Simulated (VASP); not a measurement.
# ScZnH2 (P4/mmm) in VASP: a series of runs, part 2 of 2

VASP 6.6.1. The steps go on from the part before.

**3. Relaxation of cell and atoms, PBE**

This run uses another cell than the first one, of 10.21 Å³/atom, 1.006 times its volume.

Contents of INCAR:

```
ALGO = Normal
EDIFF = 1E-6
EDIFFG = -0.01
ENCUT = 600
GGA = PE
IBRION = 2
ISIF = 3
ISMEAR = 0
LASPH = T
LCHARG = F
LREAL = F
LWAVE = F
NELM = 100
NSW = 100
PREC = Accurate
SIGMA = 0.1
```

Contents of KPOINTS:

```
k-points
0
Gamma
  12 12 16
```

Contents of POSCAR:

```
ScZnH2
1.0
    3.7432575109      0.0000000000      0.0000000000
    0.0000000000      3.7432575109      0.0000000000
    0.0000000000      0.0000000000      2.9155250347
Sc Zn H
1 1 2
Direct
    0.5000000000      0.5000000000      0.5000000000
    0.0000000000      0.0000000000      0.0000000000
    0.5000000000      0.0000000000      0.0000000000
    0.0000000000      0.5000000000      0.0000000000
```

Potentials or basis: VASP PAW PBE potentials, release 64 (Sc_sv, Zn, H).

Command:

```
> cat potpaw_PBE.64/Sc_sv/POTCAR potpaw_PBE.64/Zn/POTCAR potpaw_PBE.64/H/POTCAR > POTCAR
> mpirun -np 1 vasp_std > vasp.out
```

OUTCAR:

```text
EDIFF = 1E-6
   EDIFFG = -0.01
   ENCUT = 600
   GGA = PE
   IBRION = 2
   ISIF = 3
   ISMEAR = 0
   LASPH = T
   LREAL = F
   NELM = 100
   NSW = 100
   PREC = Accurate

 ion  position               nearest neighbor table
   1  0.500  0.500  0.500-   2 3.02   2 3.02   2 3.02   2 3.02   2 3.02   2 3.02   2 3.02   2 3.02

   2  0.000  0.000  0.000-   3 1.87   4 1.87   4 1.87   3 1.87   1 3.02   1 3.02   1 3.02   1 3.02
                             1 3.02   1 3.02   1 3.02   1 3.02
   3  0.500  0.000  0.000-   2 1.87   2 1.87
   4  0.000  0.500  0.000-   2 1.87   2 1.87

  LATTYP: Found a simple tetragonal cell.
 ALAT       =     3.7432575109
 C/A-ratio  =     0.7788737553

  Lattice vectors:

 A1 = (   3.7432575109,   0.0000000000,   0.0000000000)
 A2 = (   0.0000000000,   3.7432575109,   0.0000000000)
 A3 = (   0.0000000000,   0.0000000000,   2.9155250347)

Analysis of symmetry for initial positions (statically):
=====================================================================
 Subroutine PRICEL returns:
 Original cell was already a primitive cell.

 Routine SETGRP: Setting up the symmetry group for a
 simple tetragonal supercell.

 Subroutine GETGRP returns: Found 16 space group operations
 (whereof 16 operations were pure point group operations)
 out of a pool of 16 trial point group operations.

The static configuration has the point symmetry D_4h.

Analysis of symmetry for dynamics (positions and initial velocities):
=====================================================================
 Subroutine PRICEL returns:
 Original cell was already a primitive cell.

 Routine SETGRP: Setting up the symmetry group for a
 simple tetragonal supercell.

 Subroutine GETGRP returns: Found 16 space group operations
 (whereof 16 operations were pure point group operations)
 out of a pool of 16 trial point group operations.

The dynamic configuration has the point symmetry D_4h.

 Subroutine INISYM returns: Found 16 space group operations
 (whereof 16 operations are pure point group operations),
 and found     1 'primitive' translations

----------------------------------------------------------------------------------------

                                     Primitive cell

  volume of cell :      40.8523

  direct lattice vectors                    reciprocal lattice vectors
     3.743257511  0.000000000  0.000000000     0.267146996  0.000000000  0.000000000
     0.000000000  3.743257511  0.000000000     0.000000000  0.267146996  0.000000000
     0.000000000  0.000000000  2.915525035     0.000000000  0.000000000  0.342991395

  length of vectors
     3.743257511  3.743257511  2.915525035     0.267146996  0.267146996  0.342991395

  position of ions in fractional coordinates (direct lattice)
     0.500000000  0.500000000  0.500000000
     0.000000000  0.000000000  0.000000000
     0.500000000  0.000000000  0.000000000
     0.000000000  0.500000000  0.000000000

  ion indices of the primitive-cell ions
   primitive index   ion index
                 1           1
                 2           2
                 3           3
                 4           4

[... 30 lines left out ...]
  0.166667  0.000000  0.000000      4.000000
  0.250000  0.000000  0.000000      4.000000
  0.333333  0.000000  0.000000      4.000000
  0.416667  0.000000  0.000000      4.000000
[... 16 lines left out ...]
  0.333333  0.333333  0.000000      4.000000
  0.416667  0.333333  0.000000      8.000000
 [... further k-points ...]
   k-points           NKPTS =    252   k-points in BZ     NKDIM =    252   number of bands    NBANDS=     16
   number of dos      NEDOS =    301   number of ions     NIONS =      4
   total plane-waves  NPLWV =  21600
   dimension x,y,z NGX =    30 NGY =   30 NGZ =   24
   dimension x,y,z NGXF=    60 NGYF=   60 NGZF=   48
   ions per type =               1   1   2
   NGX,Y,Z   is equivalent  to a cutoff of  13.32, 13.32, 13.69 a.u.
   NGXF,Y,Z  is equivalent  to a cutoff of  26.65, 26.65, 27.37 a.u.
 SYSTEM =  unknown system
   PREC   = accura    normal or accurate (medium, high low for compatibility)
   ISTART =      0    job   : 0-new  1-cont  2-samecut
   ICHARG =      2    charge: 1-file 2-atom 10-const
   ISPIN  =      1    spin polarized calculation?
   LNONCOLLINEAR =      F non collinear calculations
   LSORBIT =      F    spin-orbit coupling
   LASPH  =      T    aspherical Exc in radial PAW
   ENCUT  =  600.0 eV  44.10 Ry    6.64 a.u.   7.48  7.48  5.82*2*pi/ulx,y,z
   NELM   =    100;   NELMIN=  2; NELMDL= -5     # of ELM steps
   EDIFF  = 0.1E-05   stopping-criterion for ELM
   LREAL  =      F    real-space projection
   EDIFFG = -.1E-01   stopping-criterion for IOM
   NSW    =    100    number of steps for IOM
   IBRION =      2    ionic relax: 0-MD 1-quasi-New 2-CG
   NFREE  =      1    steps in history (QN), initial steepest desc. (CG)
   ISIF   =      3    stress and relaxation
   ISYM   =      2    0-nonsym 1-usesym 2-fastsym
   POTIM  = 0.5000    time-step for ionic-motion
   TEBEG  =    0.0;   TEEND  =   0.0 temperature during run
   PSTRESS=    0.0 pullay stress
   NELECT =      25.0000    total number of electrons
   NUPDOWN=      -1.0000    fix difference up-down
   EMIN   =  10.00;   EMAX   =-10.00  energy-range for DOS
   EFERMI =   0.00;   METHOD = LEGACY
   ISMEAR =     0;   SIGMA  =   0.10  broadening in eV -4-tet -1-fermi 0-gaus
   EFERMI_NEDOS =   21; number of points for ismear=-14 and -15
   IALGO  =     38    algorithm
   IMIX   =      4    mixing-type and parameters
     AMIX     =   0.40;   BMIX     =  1.00
     AMIX_MAG =   1.60;   BMIX_MAG =  1.00
  volume/ion in A,a.u.               =      10.21        68.92
  Fermi-wavevector in a.u.,A,eV,Ry     =   1.389897  2.626525 26.283939  1.931815
  Thomas-Fermi vector in A             =   2.513884
   LORBIT       =      0    0 simple, 1 ext, 2 COOP (PROOUT), +10 PAW based schemes
   GGA     = PE    functional components
   LHFCALC =     F    Hartree Fock is set to
   AEXX    =    0.0000 exact exchange contribution
   IVDW    =     0    specifies the selected vdW correction
   LEPSILON=     F    determine dielectric tensor
   LRPA    =     F    only Hartree local field effects (RPA)
 conjugate gradient relaxation of ions
 non-spin polarized calculation
 Gauss-broadening in eV      SIGMA  =   0.10
  energy-cutoff  :      600.00
  volume of cell :       40.85
 maximum number of plane-waves:      1388
 NGX is ok and might be reduce to    30
   NGX = 15   NGY = 15   NGZ = 11

--------------------------------------- Ionic step        1  -------------------------------------------

 number of electron      25.0000004 magnetization

 Free energy of the ion-electron system (eV)
  ---------------------------------------------------
  ext. energy  EPLUGINS =         0.00000000
  ---------------------------------------------------
  free energy    TOTEN  =       -14.49185393 eV

  energy without entropy =      -14.48201512  energy(sigma->0) =      -14.48693452

------------------------ aborting loop because EDIFF is reached ----------------------------------------

  FORCE on cell =-STRESS in cart. coord.  units (eV):
  Direction    XX          YY          ZZ          XY          YZ          ZX
  --------------------------------------------------------------------------------------
  -------------------------------------------------------------------------------------
  Total        0.0103830      0.0103830     -0.2418681      0.0000000     -0.0000000     -0.0000000
  in kB        0.4072094      0.4072094     -9.4857784      0.0000000     -0.0000000     -0.0000000
  external PRESSURE =      -2.8904532 kB  Pullay stress =       0.0000000 kB
[... 139 lines left out ...]
--------------------------------------- Ionic step        5  -------------------------------------------

 number of electron      25.0000008 magnetization

 Free energy of the ion-electron system (eV)
  ---------------------------------------------------
  ext. energy  EPLUGINS =         0.00000000
  ---------------------------------------------------
  free energy    TOTEN  =       -14.49266494 eV

  energy without entropy =      -14.48302594  energy(sigma->0) =      -14.48784544

 E-fermi :   4.8136     XC(G=0): -11.0469

 val. band max:        4.8127530890   @ k =   0.5000   0.0000   0.1875
 cond. band min:       4.8202376974   @ k =   0.5000   0.0833   0.1875
 fundamental gap:      0.0074846084
 Fermi energy:         4.8135798100

 k-point     1 :       0.0000    0.0000    0.0000
  band No.  band energies     occupation
      1     -45.0368      2.00000
      2     -23.7493      2.00000
      3     -23.7493      2.00000
      4     -23.2642      2.00000
      5      -6.2433      2.00000
      6      -4.4058      2.00000
[... 433 lines left out ...]
      3     -23.7996      2.00000
      4     -23.2577      2.00000
      5      -3.7684      2.00000
      6      -3.5609      2.00000
[... 8 lines left out ...]
     15       7.3262      0.00000
     16       7.4730      0.00000

 [... further k-points ...]
[... 5 lines left out ...]
  --------------------------------------------------------------------------------------
  -------------------------------------------------------------------------------------
  Total        0.0144917      0.0144917      0.0020127      0.0000000      0.0000000      0.0000000
  in kB        0.5703627      0.5703627      0.0792156      0.0000000      0.0000000      0.0000000
  external PRESSURE =       0.4066470 kB  Pullay stress =       0.0000000 kB
[... 19 lines left out ...]
  FREE ENERGIE OF THE ION-ELECTRON SYSTEM (eV)
  ---------------------------------------------------
  free  energy   TOTEN  =       -14.4926649370 eV

  energy  without entropy=      -14.4830259411  energy(sigma->0) =      -14.48784544

 reached required accuracy - stopping structural energy minimisation
```

It took 3.1 min on 1 thread of Intel Xeon 6975P-C (Granite Rapids), shared host; peak memory 0.36 GiB.

What came out:

```yaml
Free_energy: -14.4927 eV
Relaxed_volume: 10.18 Å³/atom
Relaxed_cell: a = 3.749 Å, b = 3.749 Å, c = 2.896 Å, α = 90.00°, β = 90.00°, γ = 90.00°
Space_group_after_relaxing_to_0.05_Å: P4/mmm (No. 123)
Energy_gained_by_relaxing: 0.2 meV/atom
Ionic_steps: 5
Pressure_after_relaxing: 0.0 GPa
```

The path:
```csv
step,energy change (eV),largest force (eV/Å),pressure (GPa),volume (Å³)
1,0.0000,0.0000,-0.29,40.85
2,-0.0005,0.0000,0.07,40.74
3,-0.0006,0.0000,0.23,40.66
4,-0.0007,0.0000,0.25,40.63
5,-0.0008,0.0000,0.04,40.71
```

Final structure:
```
Sc Zn H
1.0
     3.74949    0.00000    0.00000
     0.00000    3.74949    0.00000
     0.00000    0.00000    2.89557
Sc Zn H
1 1 2
Direct
  0.50000 0.50000 0.50000
  0.00000 0.00000 0.00000
  0.50000 0.00000 0.00000
  0.00000 0.50000 0.00000
```

**4. Single point, PBE**

This run uses another cell than the first one, of 11.85 Å³/atom, 1.167 times its volume.

Contents of INCAR:

```
SYSTEM = ScZnH2
ALGO = Normal
EDIFF = 1E-7
ENCUT = 520
GGA = PE
ISIF = 2
ISMEAR = 0
LASPH = .TRUE.
LCHARG = .TRUE.
LELF = .TRUE.
LREAL = .FALSE.
LVHAR = .TRUE.
LWAVE = .FALSE.
NBANDS = 20
NELM = 100
PREC = Accurate
SIGMA = 0.1
```

Contents of KPOINTS:

```
k-points
0
G
  4 4 6
  0 0 0
```

Contents of POSCAR:

```
ScZnH2
1.0
    4.3560000000      0.0000000000      0.0000000000
    0.0000000000      4.3560000000      0.0000000000
    0.0000000000      0.0000000000      2.4971511800
Sc Zn H
1 1 2
Direct
    0.5000000000      0.5000000000      0.5000000000
    0.0000000000      0.0000000000      0.0000000000
    0.5000000000      0.0000000000      0.0000000000
    0.0000000000      0.5000000000      0.0000000000
```

Potentials or basis: VASP PAW PBE potentials, release 64 (Sc_sv, Zn, H).

Command:

```
> cat potpaw_PBE.64/Sc_sv/POTCAR potpaw_PBE.64/Zn/POTCAR potpaw_PBE.64/H/POTCAR > POTCAR
> mpirun -np 1 vasp_std > vasp.out
```

OUTCAR:

```text
SYSTEM = ScZnH2
   EDIFF = 1E-7
   ENCUT = 520
   GGA = PE
   ISIF = 2
   ISMEAR = 0
   LASPH = .TRUE.
   LREAL = .FALSE.
   NELM = 100
   PREC = Accurate

 ion  position               nearest neighbor table
   1  0.500  0.500  0.500-
   2  0.000  0.000  0.000-
   3  0.500  0.000  0.000-
   4  0.000  0.500  0.000-

  LATTYP: Found a simple tetragonal cell.
 ALAT       =     4.3560000000
 C/A-ratio  =     0.5732670294

  Lattice vectors:

 A1 = (   4.3560000000,   0.0000000000,   0.0000000000)
 A2 = (   0.0000000000,   4.3560000000,   0.0000000000)
 A3 = (   0.0000000000,   0.0000000000,   2.4971511800)

Analysis of symmetry for initial positions (statically):
=====================================================================
 Subroutine PRICEL returns:
 Original cell was already a primitive cell.

 Routine SETGRP: Setting up the symmetry group for a
 simple tetragonal supercell.

 Subroutine GETGRP returns: Found 16 space group operations
 (whereof 16 operations were pure point group operations)
 out of a pool of 16 trial point group operations.

The static configuration has the point symmetry D_4h.

Analysis of symmetry for dynamics (positions and initial velocities):
=====================================================================
 Subroutine PRICEL returns:
 Original cell was already a primitive cell.

 Routine SETGRP: Setting up the symmetry group for a
 simple tetragonal supercell.

 Subroutine GETGRP returns: Found 16 space group operations
 (whereof 16 operations were pure point group operations)
 out of a pool of 16 trial point group operations.

The dynamic configuration has the point symmetry D_4h.

 Subroutine INISYM returns: Found 16 space group operations
 (whereof 16 operations are pure point group operations),
[... 113 lines left out ...]
   EFERMI =   0.00;   METHOD = LEGACY
   ISMEAR =     0;   SIGMA  =   0.10  broadening in eV -4-tet -1-fermi 0-gaus
   EFERMI_NEDOS =   21; number of points for ismear=-14 and -15
   IALGO  =     38    algorithm
   IMIX   =      4    mixing-type and parameters
     AMIX     =   0.40;   BMIX     =  1.00
     AMIX_MAG =   1.60;   BMIX_MAG =  1.00
  volume/ion in A,a.u.               =      11.85        79.94
  Fermi-wavevector in a.u.,A,eV,Ry     =   1.322862  2.499847 23.809715  1.749965
  Thomas-Fermi vector in A             =   2.452512
   LORBIT       =      0    0 simple, 1 ext, 2 COOP (PROOUT), +10 PAW based schemes
   GGA     = PE    functional components
   LHFCALC =     F    Hartree Fock is set to
   AEXX    =    0.0000 exact exchange contribution
   IVDW    =     0    specifies the selected vdW correction
   LEPSILON=     F    determine dielectric tensor
   LRPA    =     F    only Hartree local field effects (RPA)
 non-spin polarized calculation
 Gauss-broadening in eV      SIGMA  =   0.10
  energy-cutoff  :      520.00
  volume of cell :       47.38
 maximum number of plane-waves:      1296
   NGX = 17   NGY = 17   NGZ =  9

 number of electron      24.9999992 magnetization

 Free energy of the ion-electron system (eV)
  ---------------------------------------------------
  ext. energy  EPLUGINS =         0.00000000
  ---------------------------------------------------
  free energy    TOTEN  =       -13.11504910 eV

  energy without entropy =      -13.10169482  energy(sigma->0) =      -13.10837196

 E-fermi :   3.1945     XC(G=0): -10.3337

 val. band max:        3.1459887910   @ k =   0.5000   0.0000   0.3333
 cond. band min:       3.2266192439   @ k =   0.2500   0.0000   0.1667
 fundamental gap:      0.0806304529
 Fermi energy:         3.1944642416

 k-point     1 :       0.0000    0.0000    0.0000
  band No.  band energies     occupation
      1     -46.7069      2.00000
      2     -25.3335      2.00000
      3     -25.3335      2.00000
      4     -24.2633      2.00000
      5      -5.9342      2.00000
      6      -4.6211      2.00000
[... 541 lines left out ...]
     19       7.5466      0.00000
     20       7.5466      0.00000

------------------------ aborting loop because EDIFF is reached ----------------------------------------

  FORCE on cell =-STRESS in cart. coord.  units (eV):
  Direction    XX          YY          ZZ          XY          YZ          ZX
  --------------------------------------------------------------------------------------
  -------------------------------------------------------------------------------------
  Total       -4.9913301     -4.9913301      5.8781689      0.0000000      0.0000000      0.0000000
  in kB     -168.7742921   -168.7742921    198.7614072      0.0000000      0.0000000      0.0000000
  external PRESSURE =     -46.2623923 kB  Pullay stress =       0.0000000 kB

 VOLUME and BASIS-vectors are now :
 -----------------------------------------------------------------------------
  energy-cutoff  :      520.00
  volume of cell :       47.38
      direct lattice vectors                 reciprocal lattice vectors
     4.356000000  0.000000000  0.000000000     0.229568411  0.000000000  0.000000000
     0.000000000  4.356000000  0.000000000     0.000000000  0.229568411  0.000000000
     0.000000000  0.000000000  2.497151180     0.000000000  0.000000000  0.400456331

 POSITION                                       TOTAL-FORCE (eV/Angst)
 -----------------------------------------------------------------------------------
      2.17800      2.17800      1.24858         0.000000      0.000000      0.000000
      0.00000      0.00000      0.00000         0.000000      0.000000      0.000000
      2.17800      0.00000      0.00000         0.000000      0.000000      0.000000
      0.00000      2.17800      0.00000         0.000000      0.000000      0.000000
 -----------------------------------------------------------------------------------
    total drift:                                0.000000     -0.000000     -0.000000

  FREE ENERGIE OF THE ION-ELECTRON SYSTEM (eV)
  ---------------------------------------------------
  free  energy   TOTEN  =       -13.1150490968 eV

  energy  without entropy=      -13.1016948158  energy(sigma->0) =      -13.10837196
```

OSZICAR:

```text
N       E                     dE             d eps       ncg     rms          rms(c)
DAV:   1     0.237029174696E+03    0.23703E+03   -0.12767E+04   976   0.153E+03
DAV:   2    -0.269663175856E+01   -0.23973E+03   -0.23506E+03   960   0.412E+02
DAV:   3    -0.141362392802E+02   -0.11440E+02   -0.11292E+02  1272   0.113E+02
DAV:   4    -0.143344814298E+02   -0.19824E+00   -0.19802E+00  1200   0.132E+01
DAV:   5    -0.143394317872E+02   -0.49504E-02   -0.49502E-02  1316   0.216E+00    0.753E+00
DAV:   6    -0.133727590634E+02    0.96667E+00   -0.59040E+00  1300   0.259E+01    0.399E+00
DAV:   7    -0.131805666641E+02    0.19219E+00   -0.17968E+00  1460   0.969E+00    0.276E+00
DAV:   8    -0.131176396724E+02    0.62927E-01   -0.31477E-01  1340   0.639E+00    0.827E-01
DAV:   9    -0.131149519494E+02    0.26877E-02   -0.15727E-02  1296   0.176E+00    0.312E-01
DAV:  10    -0.131150079615E+02   -0.56012E-04   -0.25318E-03  1096   0.425E-01    0.743E-02
DAV:  11    -0.131150498634E+02   -0.41902E-04   -0.29573E-04  1276   0.189E-01    0.219E-02
DAV:  12    -0.131150492155E+02    0.64790E-06   -0.31856E-05  1148   0.640E-02    0.712E-03
DAV:  13    -0.131150491101E+02    0.10535E-06   -0.39705E-06  1128   0.260E-02    0.248E-03
DAV:  14    -0.131150490968E+02    0.13376E-07   -0.48588E-07   984   0.777E-03
   1 F= -.13115049E+02 E0= -.13108372E+02  d E =-.133543E-01
```

Wall time 8 s (1 thread of Intel Xeon 6975P-C (Granite Rapids), shared host); peak memory 0.16 GiB.

Results:

```yaml
Free_energy: -13.1150 eV
Pressure: -4.6 GPa
```

Caveat: the k points lie up to 0.42 Å⁻¹ apart.

**5. The runs side by side**

| task | cell | k mesh | cutoff (eV) | gap on the mesh (eV) | pressure (GPa) |
| --- | --- | --- | --- | --- | --- |
| single point | a = 3.747, b = 3.747, c = 2.893 Å, 4 atoms | 12 × 12 × 16 | 520 | none | 0.2 |
| relaxation of cell and atoms | relaxed from a = 3.743, b = 3.743, c = 2.916 Å, 4 atoms | 12 × 12 × 16 | 600 | none | 0.0 |
| single point | a = 4.356, b = 4.356, c = 2.497 Å, 4 atoms | 4 × 4 × 6 | 520 | none | -4.6 |

Alike in all rows: level PBE; potentials or basis VASP PAW PBE potentials, release 64 (Sc_sv, Zn, H); no spin polarisation; smearing gaussian 0.1 eV.

Caveats: some runs use coarse meshes.

Absolute energies hang on the potentials; compare differences alone.
